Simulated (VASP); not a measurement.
# Zr4Sb (P4/nbm) in VASP: single point with PBE

Aim: the single point of Zr4Sb with PBE.

Program: VASP 6.6.1. These are calculated values, not measurements. Logs are shortened: lines on timing, memory, paths and dates and some standing lists are left out, and cuts for length are marked.

### Step 1. The cell of the first run

Symmetry: P4/nbm, No. 125, tetragonal system. Conventional cell: a = 6.551 Å, b = 6.551 Å, c = 5.696 Å, α = 90.00°, β = 90.00°, γ = 90.00°. Zr (site symmetry m) has 11 Zr at 2.82 to 3.66 Å and 2 Sb at 2.92 Å within 3.7 Å. Within 3.9 Å of Sb (site symmetry 422) lie 8 Zr at 2.92 Å.

The cell was generated, and may not be a known phase.

### Step 2. Single point, PBE

Contents of INCAR:

```
  PREC = Accurate
  ENCUT = 520
  EDIFF = 1E-6
  ISMEAR = 0
  SIGMA = 0.1
  LREAL = F
  LASPH = T
  NELM = 80
  ALGO = Fast
  ISIF = 2
  LWAVE = F
  LCHARG = F
  GGA = PE
  NBANDS = 64
```

Contents of KPOINTS:

```
regular mesh
0
Gamma
  6 6 6
```

Contents of POSCAR:

```
Zr4Sb
1.0
    6.5511456234      0.0000000000      0.0000000000
    0.0000000000      6.5511456234      0.0000000000
    0.0000000000      0.0000000000      5.6956657434
Zr Sb
8 2
Direct
    0.6521865981      0.8478134019      0.2697857126
    0.8478134019      0.3478134019      0.2697857126
    0.1521865981      0.3478134019      0.7302142874
    0.8478134019      0.6521865981      0.7302142874
    0.6521865981      0.1521865981      0.7302142874
    0.3478134019      0.8478134019      0.7302142874
    0.3478134019      0.1521865981      0.2697857126
    0.1521865981      0.6521865981      0.2697857126
    0.5000000000      0.5000000000      0.0000000000
    0.0000000000      0.0000000000      0.0000000000
```

Potentials or basis: VASP PAW PBE potentials, release 64 (Zr_sv, Sb).

Started as:

```bash
cat potpaw_PBE.64/Zr_sv/POTCAR potpaw_PBE.64/Sb/POTCAR > POTCAR
mpirun -np 1 vasp_std > vasp.out
```

OUTCAR:

```text
PREC = Accurate
   ENCUT = 520
   EDIFF = 1E-6
   ISMEAR = 0
   LREAL = F
   LASPH = T
   NELM = 80
   ISIF = 2
   GGA = PE

 ion  position               nearest neighbor table
   1  0.652  0.848  0.270-   7 2.82   9 2.92  10 2.92   4 3.19   6 3.29   5 3.29   2 3.52   8 3.52
                             2 3.52   8 3.52   4 3.57   5 3.66   6 3.66
   2  0.848  0.348  0.270-   8 2.82   9 2.92  10 2.92   5 3.19   3 3.29   4 3.29   7 3.52   1 3.52
                             1 3.52   7 3.52   5 3.57   4 3.66   3 3.66
   3  0.152  0.348  0.730-   4 2.82   9 2.92  10 2.92   7 3.19   2 3.29   8 3.29   5 3.52   6 3.52
                             6 3.52   5 3.52   7 3.57   2 3.66   8 3.66
   4  0.848  0.652  0.730-   3 2.82   9 2.92  10 2.92   1 3.19   2 3.29   8 3.29   6 3.52   5 3.52
                             5 3.52   6 3.52   1 3.57   2 3.66   8 3.66
   5  0.652  0.152  0.730-   6 2.82   9 2.92  10 2.92   2 3.19   1 3.29   7 3.29   3 3.52   4 3.52
                             4 3.52   3 3.52   2 3.57   1 3.66   7 3.66
   6  0.348  0.848  0.730-   5 2.82   9 2.92  10 2.92   8 3.19   7 3.29   1 3.29   4 3.52   3 3.52
                             3 3.52   4 3.52   8 3.57   7 3.66   1 3.66
   7  0.348  0.152  0.270-   1 2.82   9 2.92  10 2.92   3 3.19   5 3.29   6 3.29   2 3.52   8 3.52
                             8 3.52   2 3.52   3 3.57   5 3.66   6 3.66
   8  0.152  0.652  0.270-   2 2.82   9 2.92  10 2.92   6 3.19   4 3.29   3 3.29   1 3.52   7 3.52
                             7 3.52   1 3.52   6 3.57   4 3.66   3 3.66
   9  0.500  0.500  0.000-   1 2.92   2 2.92   3 2.92   4 2.92   5 2.92   6 2.92   7 2.92   8 2.92

  10  0.000  0.000  0.000-   1 2.92   2 2.92   3 2.92   4 2.92   5 2.92   6 2.92   7 2.92   8 2.92

  LATTYP: Found a simple tetragonal cell.
 ALAT       =     6.5511456234
 C/A-ratio  =     0.8694152246

  Lattice vectors:

 A1 = (   6.5511456234,   0.0000000000,   0.0000000000)
 A2 = (   0.0000000000,   6.5511456234,   0.0000000000)
 A3 = (   0.0000000000,   0.0000000000,   5.6956657434)

Analysis of symmetry for initial positions (statically):
=====================================================================
 Subroutine PRICEL returns:
 Original cell was already a primitive cell.

 Routine SETGRP: Setting up the symmetry group for a
 simple tetragonal supercell.

 Subroutine GETGRP returns: Found 16 space group operations
 (whereof  8 operations were pure point group operations)
 out of a pool of 16 trial point group operations.

The static configuration has the point symmetry D_4 .
 The point group associated with its full space group is D_4h.

Analysis of symmetry for dynamics (positions and initial velocities):
=====================================================================
 Subroutine PRICEL returns:
 Original cell was already a primitive cell.

 Routine SETGRP: Setting up the symmetry group for a
 simple tetragonal supercell.
[... 134 lines left out ...]
   NUPDOWN=      -1.0000    fix difference up-down
   EMIN   =  10.00;   EMAX   =-10.00  energy-range for DOS
   EFERMI =   0.00;   METHOD = LEGACY
   ISMEAR =     0;   SIGMA  =   0.10  broadening in eV -4-tet -1-fermi 0-gaus
   EFERMI_NEDOS =   21; number of points for ismear=-14 and -15
   IALGO  =     68    algorithm
   IMIX   =      4    mixing-type and parameters
     AMIX     =   0.40;   BMIX     =  1.00
     AMIX_MAG =   1.60;   BMIX_MAG =  1.00
  volume/ion in A,a.u.               =      24.44       164.96
  Fermi-wavevector in a.u.,A,eV,Ry     =   1.239131  2.341617 20.890996  1.535445
  Thomas-Fermi vector in A             =   2.373627
   LORBIT       =      0    0 simple, 1 ext, 2 COOP (PROOUT), +10 PAW based schemes
   GGA     = PE    functional components
   LHFCALC =     F    Hartree Fock is set to
   AEXX    =    0.0000 exact exchange contribution
   IVDW    =     0    specifies the selected vdW correction
   LEPSILON=     F    determine dielectric tensor
   LRPA    =     F    only Hartree local field effects (RPA)
 non-spin polarized calculation
 RMM-DIIS sequential band-by-band and
 Gauss-broadening in eV      SIGMA  =   0.10
  energy-cutoff  :      520.00
  volume of cell :      244.44
 maximum number of plane-waves:      6620
 NGX is ok and might be reduce to    50
   NGX = 25   NGY = 25   NGZ = 21

 number of electron     106.0000002 magnetization

 Free energy of the ion-electron system (eV)
  ---------------------------------------------------
  ext. energy  EPLUGINS =         0.00000000
  ---------------------------------------------------
  free energy    TOTEN  =       -78.58895838 eV

  energy without entropy =      -78.54546674  energy(sigma->0) =      -78.56721256

 E-fermi :   8.4751     XC(G=0): -10.7450

 val. band max:        8.4682923687   @ k =   0.3333   0.3333   0.5000
 cond. band min:       8.4836148614   @ k =   0.1667   0.1667   0.5000
 fundamental gap:      0.0153224926
 Fermi energy:         8.4750589671

 k-point     1 :       0.0000    0.0000    0.0000
  band No.  band energies     occupation
      1     -40.3897      2.00000
      2     -40.3301      2.00000
      3     -40.3187      2.00000
      4     -40.3183      2.00000
      5     -40.2596      2.00000
      6     -40.2596      2.00000
[... 1597 lines left out ...]
     63      10.5938      0.00000
     64      10.5974      0.00000

 [... further k-points ...]
[... 5 lines left out ...]
  --------------------------------------------------------------------------------------
  -------------------------------------------------------------------------------------
  Total        0.0384993      0.0384993      0.0102601      0.0000000      0.0000000      0.0000000
  in kB        0.2523390      0.2523390      0.0672486      0.0000000      0.0000000      0.0000000
  external PRESSURE =       0.1906422 kB  Pullay stress =       0.0000000 kB

 VOLUME and BASIS-vectors are now :
 -----------------------------------------------------------------------------
  energy-cutoff  :      520.00
  volume of cell :      244.44
      direct lattice vectors                 reciprocal lattice vectors
     6.551145623  0.000000000  0.000000000     0.152645057  0.000000000  0.000000000
     0.000000000  6.551145623  0.000000000     0.000000000  0.152645057  0.000000000
     0.000000000  0.000000000  5.695665743     0.000000000  0.000000000  0.175572101

 POSITION                                       TOTAL-FORCE (eV/Angst)
 -----------------------------------------------------------------------------------
      4.27257      5.55415      1.53661         0.001405     -0.001405      0.006288
      5.55415      2.27858      1.53661        -0.001405     -0.001405      0.006288
      0.99700      2.27858      4.15906         0.001405     -0.001405     -0.006288
      5.55415      4.27257      4.15906        -0.001405      0.001405     -0.006288
      4.27257      0.99700      4.15906         0.001405      0.001405     -0.006288
      2.27858      5.55415      4.15906        -0.001405     -0.001405     -0.006288
      2.27858      0.99700      1.53661        -0.001405      0.001405      0.006288
      0.99700      4.27257      1.53661         0.001405      0.001405      0.006288
      3.27557      3.27557      0.00000        -0.000000     -0.000000     -0.000000
      0.00000      0.00000      0.00000        -0.000000      0.000000     -0.000000
 -----------------------------------------------------------------------------------
    total drift:                                0.000000      0.000000     -0.000000

  FREE ENERGIE OF THE ION-ELECTRON SYSTEM (eV)
  ---------------------------------------------------
  free  energy   TOTEN  =       -78.5889583814 eV

  energy  without entropy=      -78.5454667450  energy(sigma->0) =      -78.56721256
```

OSZICAR:

```text
N       E                     dE             d eps       ncg     rms          rms(c)
DAV:   1     0.117131406018E+04    0.11713E+04   -0.53211E+04  5120   0.160E+03
DAV:   2     0.322896873894E+02   -0.11390E+04   -0.11156E+04  5632   0.476E+02
DAV:   3    -0.692741509764E+02   -0.10156E+03   -0.98578E+02  7768   0.109E+02
[... 27 lines left out ...]
RMM:  31    -0.785889513226E+02   -0.33947E-06   -0.17063E-05  6269   0.130E-02    0.121E-02
RMM:  32    -0.785889532056E+02   -0.18831E-05   -0.11204E-05  6036   0.112E-02    0.120E-02
RMM:  33    -0.785889566106E+02   -0.34050E-05   -0.11012E-05  8211   0.128E-02    0.152E-02
RMM:  34    -0.785889575209E+02   -0.91028E-06   -0.11554E-05  5846   0.969E-03    0.123E-02
RMM:  35    -0.785889583814E+02   -0.86055E-06   -0.48186E-06  4712   0.734E-03
   1 F= -.78588958E+02 E0= -.78567213E+02  d E =-.434916E-01
```

stdout:

```text
POSCAR found type information on POSCAR ZrSb
 POSCAR found :  2 types and      10 ions
 scaLAPACK will be used
 LDA part: xc-table for (Slater+PW92), standard interpolation
 POSCAR, INCAR and KPOINTS ok, starting setup
 FFT: planning ... GRIDC
 FFT: planning ... GRID_SOFT
 FFT: planning ... GRID
 WAVECAR not read
 entering main loop
WARNING in EDDRMM: call to ZHEGV failed, returncode =   6  3     33
WARNING in EDDRMM: call to ZHEGV failed, returncode =   8  4     45
WARNING in EDDRMM: call to ZHEGV failed, returncode =   8  4     49
WARNING in EDDRMM: call to ZHEGV failed, returncode =   8  4     51
WARNING in EDDRMM: call to ZHEGV failed, returncode =   8  4     64
WARNING in EDDRMM: call to ZHEGV failed, returncode =   8  4     54
WARNING in EDDRMM: call to ZHEGV failed, returncode =   8  4     61
WARNING in EDDRMM: call to ZHEGV failed, returncode =   8  4     40
WARNING in EDDRMM: call to ZHEGV failed, returncode =   6  3     32
WARNING in EDDRMM: call to ZHEGV failed, returncode =   8  4     53
[... 70 lines left out ...]
WARNING in EDDRMM: call to ZHEGV failed, returncode =   8  4     27
WARNING in EDDRMM: call to ZHEGV failed, returncode =   8  4     22
WARNING in EDDRMM: call to ZHEGV failed, returncode =   6  3     43
WARNING in EDDRMM: call to ZHEGV failed, returncode =   6  3     17
WARNING in EDDRMM: call to ZHEGV failed, returncode =   6  3     28
WARNING in EDDRMM: call to ZHEGV failed, returncode =   6  3     56
WARNING in EDDRMM: call to ZHEGV failed, returncode =   8  4     20
WARNING in EDDRMM: call to ZHEGV failed, returncode =   8  4     29
WARNING in EDDRMM: call to ZHEGV failed, returncode =   8  4     61
WARNING in EDDRMM: call to ZHEGV failed, returncode =   8  4     29
```

It took 33 min on 1 thread of Intel Xeon Platinum 8259CL at 2.50GHz (Skylake/Cascade Lake), shared host; peak memory 0.61 GiB.

Results:

```yaml
Free_energy: -78.5890 eV
Pressure: 0.0 GPa
Largest_force: 0.007 eV/Å
Band_gap_on_the_k_mesh: zero (bands 53 and 54 overlap by 0.95 eV)
```

Forces on the atoms (eV/Å):
```
Zr   0.001 -0.001  0.006
Zr  -0.001 -0.001  0.006
Zr   0.001 -0.001 -0.006
Zr  -0.001  0.001 -0.006
Zr   0.001  0.001 -0.006
Zr  -0.001 -0.001 -0.006
Zr  -0.001  0.001  0.006
Zr   0.001  0.001  0.006
Sb   0.000  0.000  0.000
Sb   0.000  0.000  0.000
```

Levels at points of the mesh, in eV from the Fermi level:
| k point | band 49 | band 50 | band 51 | band 52 | band 53 | band 54 | band 55 | band 56 | band 57 | band 58 |
| --- | --- | --- | --- | --- | --- | --- | --- | --- | --- | --- |
| (0.00, 0.00, 0.00) | -0.81 | -0.73 | -0.68 | -0.54 | -0.18 | -0.03 | 0.09 | 0.09 | 0.80 | 0.80 |
| (0.50, 0.00, 0.00) | -0.98 | -0.98 | -0.59 | -0.59 | 0.27 | 0.27 | 0.48 | 0.48 | 0.96 | 0.96 |
| (0.50, 0.50, 0.00) | -1.17 | -1.17 | -0.84 | -0.84 | 0.68 | 0.68 | 0.81 | 0.81 | 0.98 | 0.98 |
| (0.00, 0.00, 0.50) | -0.62 | -0.48 | -0.27 | -0.21 | 0.20 | 0.20 | 0.20 | 0.54 | 0.74 | 0.74 |
| (0.50, 0.00, 0.50) | -0.37 | -0.37 | -0.36 | -0.36 | -0.08 | -0.08 | 0.26 | 0.26 | 0.58 | 0.58 |
| (0.50, 0.50, 0.50) | -0.85 | -0.85 | -0.59 | -0.59 | -0.27 | -0.27 | -0.21 | -0.21 | 0.72 | 0.72 |

Caveat: spin-orbit coupling is left out, which moves the levels of the heavy elements.
